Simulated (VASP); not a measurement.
# Cu (I4/mmm) in VASP: single point with PBEsol

Aim: the single point of Cu with PBEsol.

Program: VASP 6.6.1. These are calculated values, not measurements. Logs are shortened: lines on timing, memory, paths and dates and some standing lists are left out, and cuts for length are marked.

**1. The cell of the first run**

The structure is tetragonal, space group I4/mmm (No. 139). Conventional cell: a = 2.872 Å, b = 2.872 Å, c = 2.756 Å, α = 90.00°, β = 90.00°, γ = 90.00°. Cu (site symmetry 4/mmm) has 14 Cu at 2.45 to 2.87 Å within 3.2 Å.

**2. Single point, PBEsol**

INCAR

```
SYSTEM = Cu
PREC = Accurate
ENCUT = 820
EDIFF = 1E-6
ISMEAR = -1
SIGMA = 0.1
LREAL = .False.
LASPH = .True.
NELM = 120
ALGO = Normal
ISIF = 2
LWAVE = .False.
LCHARG = .True.
GGA = PS
LELF = .True.
LVHAR = .True.
NBANDS = 16
GGA_COMPAT = .False.
```

KPOINTS

```
Automatic mesh
0
Gamma
  13 13 13
  0 0 0
```

POSCAR

```
Cu
1.0
   -1.4358336724      1.4358336724      1.3777607117
    1.4358336724     -1.4358336724      1.3777607117
    1.4358336724      1.4358336724     -1.3777607117
Cu
1
Direct
    0.0000000000      0.0000000000      0.0000000000
```

Potentials or basis: VASP PAW PBE potentials, release 64 (Cu_sv_GW).

On the command line:

```sh
> cat potpaw_PBE.64/Cu_sv_GW/POTCAR > POTCAR
> mpirun -np 1 vasp_std > vasp.out
```

OUTCAR:

```text
SYSTEM = Cu
   PREC = Accurate
   ENCUT = 820
   EDIFF = 1E-6
   ISMEAR = -1
   LREAL = .False.
   LASPH = .True.
   NELM = 120
   ISIF = 2
   GGA = PS

 ion  position               nearest neighbor table
   1  0.000  0.000  0.000-

  LATTYP: Found a body centered tetragonal cell.
 ALAT       =     2.8716673448
 C/A-ratio  =     0.9595545349

  Lattice vectors:

 A1 = (  -1.4358336724,   1.4358336724,   1.3777607117)
 A2 = (   1.4358336724,  -1.4358336724,   1.3777607117)
 A3 = (   1.4358336724,   1.4358336724,  -1.3777607117)

Analysis of symmetry for initial positions (statically):
=====================================================================
 Subroutine PRICEL returns:
 Original cell was already a primitive cell.

 Routine SETGRP: Setting up the symmetry group for a
 body centered tetragonal supercell.

 Subroutine GETGRP returns: Found 16 space group operations
 (whereof 16 operations were pure point group operations)
 out of a pool of 16 trial point group operations.

The static configuration has the point symmetry D_4h.

Analysis of symmetry for dynamics (positions and initial velocities):
=====================================================================
 Subroutine PRICEL returns:
 Original cell was already a primitive cell.

 Routine SETGRP: Setting up the symmetry group for a
 body centered tetragonal supercell.

 Subroutine GETGRP returns: Found 16 space group operations
 (whereof 16 operations were pure point group operations)
 out of a pool of 16 trial point group operations.

The dynamic configuration has the point symmetry D_4h.

 Subroutine INISYM returns: Found 16 space group operations
 (whereof 16 operations are pure point group operations),
 and found     1 'primitive' translations

----------------------------------------------------------------------------------------

                                     Primitive cell

  volume of cell :      11.3617

  direct lattice vectors                    reciprocal lattice vectors
    -1.435833672  1.435833672  1.377760712     0.000000000  0.348229749  0.362907721
     1.435833672 -1.435833672  1.377760712     0.348229749  0.000000000  0.362907721
     1.435833672  1.435833672 -1.377760712     0.348229749  0.348229749  0.000000000

  length of vectors
     2.453866591  2.453866591  2.453866591     0.502957227  0.502957227  0.492471235

  position of ions in fractional coordinates (direct lattice)
     0.000000000  0.000000000  0.000000000

  ion indices of the primitive-cell ions
   primitive index   ion index
                 1           1

----------------------------------------------------------------------------------------

 KPOINTS: Automatic mesh

Automatic generation of k-mesh.
 Grid dimensions read from file:
 generate k-points for:   13   13   13

 Generating k-lattice:

  Cartesian coordinates                     Fractional coordinates (reciprocal lattice)
     0.000000000  0.026786904  0.027915979     0.076923077  0.000000000  0.000000000
     0.026786904  0.000000000  0.027915979     0.000000000  0.076923077  0.000000000
     0.026786904  0.026786904  0.000000000     0.000000000  0.000000000  0.076923077

  Length of vectors
     0.038689017  0.038689017  0.037882403

  Shift w.r.t. Gamma in fractional coordinates (k-lattice)
     0.000000000  0.000000000  0.000000000

 Subroutine IBZKPT returns following result:
 ===========================================

 Found    196 irreducible k-points:

 Following reciprocal coordinates:
            Coordinates               Weight
  0.000000  0.000000  0.000000      1.000000
  0.076923  0.000000  0.000000      8.000000
  0.153846  0.000000  0.000000      8.000000
  0.230769  0.000000  0.000000      8.000000
  0.307692  0.000000  0.000000      8.000000
  0.384615  0.000000  0.000000      8.000000
[... 16 lines left out ...]
  0.384615  0.153846  0.000000     16.000000
  0.461538  0.153846 -0.000000     16.000000
 [... further k-points ...]
   k-points           NKPTS =    196   k-points in BZ     NKDIM =    196   number of bands    NBANDS=     16
   number of dos      NEDOS =    301   number of ions     NIONS =      1
   total plane-waves  NPLWV =  13824
   dimension x,y,z NGX =    24 NGY =   24 NGZ =   24
   dimension x,y,z NGXF=    48 NGYF=   48 NGZF=   48
   ions per type =               1
   NGX,Y,Z   is equivalent  to a cutoff of  16.26, 16.26, 16.26 a.u.
   NGXF,Y,Z  is equivalent  to a cutoff of  32.52, 32.52, 32.52 a.u.
 SYSTEM =  Cu
   PREC   = accura    normal or accurate (medium, high low for compatibility)
   ISTART =      0    job   : 0-new  1-cont  2-samecut
   ICHARG =      2    charge: 1-file 2-atom 10-const
   ISPIN  =      1    spin polarized calculation?
   LNONCOLLINEAR =      F non collinear calculations
   LSORBIT =      F    spin-orbit coupling
   LASPH  =      T    aspherical Exc in radial PAW
   ENCUT  =  820.0 eV  60.27 Ry    7.76 a.u.   5.73  5.73  5.73*2*pi/ulx,y,z
   NELM   =    120;   NELMIN=  2; NELMDL= -5     # of ELM steps
   EDIFF  = 0.1E-05   stopping-criterion for ELM
   LREAL  =      F    real-space projection
   EDIFFG = 0.1E-04   stopping-criterion for IOM
   NSW    =      0    number of steps for IOM
   IBRION =     -1    ionic relax: 0-MD 1-quasi-New 2-CG
   NFREE  =      0    steps in history (QN), initial steepest desc. (CG)
   ISIF   =      2    stress and relaxation
   ISYM   =      2    0-nonsym 1-usesym 2-fastsym
   POTIM  = 0.5000    time-step for ionic-motion
   TEBEG  =    0.0;   TEEND  =   0.0 temperature during run
   PSTRESS=    0.0 pullay stress
   NELECT =      19.0000    total number of electrons
   NUPDOWN=      -1.0000    fix difference up-down
   EMIN   =  10.00;   EMAX   =-10.00  energy-range for DOS
   EFERMI =   0.00;   METHOD = LEGACY
   ISMEAR =    -1;   SIGMA  =   0.10  broadening in eV -4-tet -1-fermi 0-gaus
   EFERMI_NEDOS =   21; number of points for ismear=-14 and -15
   IALGO  =     38    algorithm
   IMIX   =      4    mixing-type and parameters
     AMIX     =   0.40;   BMIX     =  1.00
     AMIX_MAG =   1.60;   BMIX_MAG =  1.00
  volume/ion in A,a.u.               =      11.36        76.67
  Fermi-wavevector in a.u.,A,eV,Ry     =   1.943175  3.672069 51.374657  3.775931
  Thomas-Fermi vector in A             =   2.972418
   LORBIT       =      0    0 simple, 1 ext, 2 COOP (PROOUT), +10 PAW based schemes
   GGA     = PS    functional components
   LHFCALC =     F    Hartree Fock is set to
   AEXX    =    0.0000 exact exchange contribution
   IVDW    =     0    specifies the selected vdW correction
   LEPSILON=     F    determine dielectric tensor
   LRPA    =     F    only Hartree local field effects (RPA)
 non-spin polarized calculation
  energy-cutoff  :      820.00
  volume of cell :       11.36
 maximum number of plane-waves:       620
   NGX = 11   NGY = 11   NGZ = 11

 number of electron      19.0000003 magnetization

 Free energy of the ion-electron system (eV)
  ---------------------------------------------------
  ext. energy  EPLUGINS =         0.00000000
  ---------------------------------------------------
  free energy    TOTEN  =        -4.35771721 eV

  energy without entropy =       -4.34821749  energy(sigma->0) =       -4.35296735

 E-fermi :   7.8322     XC(G=0): -13.8025

 val. band max:        7.8281487808   @ k =  -0.3077   0.4615   0.0769
 cond. band min:       7.8617108737   @ k =  -0.2308   0.4615   0.0769
 fundamental gap:      0.0335620929
 Fermi energy:         7.8321813868

 k-point     1 :       0.0000    0.0000    0.0000
  band No.  band energies     occupation
      1    -104.4650      2.00000
      2     -61.9182      2.00000
      3     -61.9154      2.00000
      4     -61.9154      2.00000
      5      -1.8532      2.00000
      6       4.5734      2.00000
[... 8 lines left out ...]
     15      36.9212      0.00000
     16      36.9271      0.00000

 k-point     2 :       0.0769    0.0000    0.0000
  band No.  band energies     occupation
      1    -104.4637      2.00000
      2     -61.9243      2.00000
      3     -61.9180      2.00000
      4     -61.9164      2.00000
      5      -1.6154      2.00000
      6       4.5754      2.00000
[... 8 lines left out ...]
     15      35.2680      0.00000
     16      35.9936      0.00000

 k-point     3 :       0.1538    0.0000    0.0000
  band No.  band energies     occupation
      1    -104.4607      2.00000
      2     -61.9449      2.00000
      3     -61.9256      2.00000
      4     -61.9167      2.00000
      5      -0.9194      2.00000
      6       4.4717      2.00000
[... 8 lines left out ...]
     15      34.0302      0.00000
     16      36.4420      0.00000

 k-point     4 :       0.2308    0.0000    0.0000
  band No.  band energies     occupation
      1    -104.4563      2.00000
      2     -61.9740      2.00000
      3     -61.9364      2.00000
      4     -61.9168      2.00000
      5       0.1654      2.00000
      6       4.2934      2.00000
[... 8 lines left out ...]
     15      33.2138      0.00000
     16      37.7417      0.00000
[... 324 lines left out ...]
 k-point    22 :       0.3077    0.1538   -0.0000
  band No.  band energies     occupation
      1    -104.4466      2.00000
      2     -62.0272      2.00000
      3     -61.9623      2.00000
      4     -61.9269      2.00000
      5       2.7768      2.00000
      6       3.9883      2.00000
[... 8 lines left out ...]
     15      36.6639      0.00000
     16      38.2567      0.00000

 k-point    23 :       0.3846    0.1538    0.0000
  band No.  band energies     occupation
      1    -104.4447      2.00000
      2     -62.0360      2.00000
      3     -61.9702      2.00000
      4     -61.9269      2.00000
      5       2.9785      2.00000
      6       3.9172      2.00000
[... 8 lines left out ...]
     15      37.2625      0.00000
     16      39.0071      0.00000

 k-point    24 :       0.4615    0.1538   -0.0000
  band No.  band energies     occupation
      1    -104.4449      2.00000
      2     -62.0354      2.00000
      3     -61.9706      2.00000
      4     -61.9264      2.00000
      5       2.9747      2.00000
      6       3.9224      2.00000
[... 8 lines left out ...]
     15      37.5090      0.00000
     16      39.8142      0.00000

 [... further k-points ...]

------------------------ aborting loop because EDIFF is reached ----------------------------------------

  FORCE on cell =-STRESS in cart. coord.  units (eV):
  Direction    XX          YY          ZZ          XY          YZ          ZX
  --------------------------------------------------------------------------------------
  -------------------------------------------------------------------------------------
  Total       -0.0453064     -0.0453064     -0.0435566      0.0000000     -0.0000000     -0.0000000
  in kB       -6.3889307     -6.3889307     -6.1421842      0.0000000     -0.0000000     -0.0000000
  external PRESSURE =      -6.3066818 kB  Pullay stress =       0.0000000 kB

 VOLUME and BASIS-vectors are now :
 -----------------------------------------------------------------------------
  energy-cutoff  :      820.00
  volume of cell :       11.36
      direct lattice vectors                 reciprocal lattice vectors
    -1.435833672  1.435833672  1.377760712     0.000000000  0.348229749  0.362907721
     1.435833672 -1.435833672  1.377760712     0.348229749  0.000000000  0.362907721
     1.435833672  1.435833672 -1.377760712     0.348229749  0.348229749  0.000000000

 POSITION                                       TOTAL-FORCE (eV/Angst)
 -----------------------------------------------------------------------------------
      0.00000      0.00000      0.00000         0.000000     -0.000000      0.000000
 -----------------------------------------------------------------------------------
    total drift:                                0.000000      0.000000      0.000000

  FREE ENERGIE OF THE ION-ELECTRON SYSTEM (eV)
  ---------------------------------------------------
  free  energy   TOTEN  =        -4.3577172121 eV

  energy  without entropy=       -4.3482174947  energy(sigma->0) =       -4.35296735
```

Wall time 23 s (1 thread of Intel Xeon 6975P-C (Granite Rapids), shared host); peak memory 0.22 GiB.

What came out:

| Quantity | Value |
| --- | --- |
| Free energy | -4.3577 eV |
| Pressure | -0.6 GPa |
| Band gap on the k mesh | zero (an odd number of electrons rules out a gap without spin polarisation) |

Caveat: the PAW data sets were made with another functional, which shifts forces and pressure a little.

The gap in the log of VASP goes by the Fermi energy; the results here count the filled bands.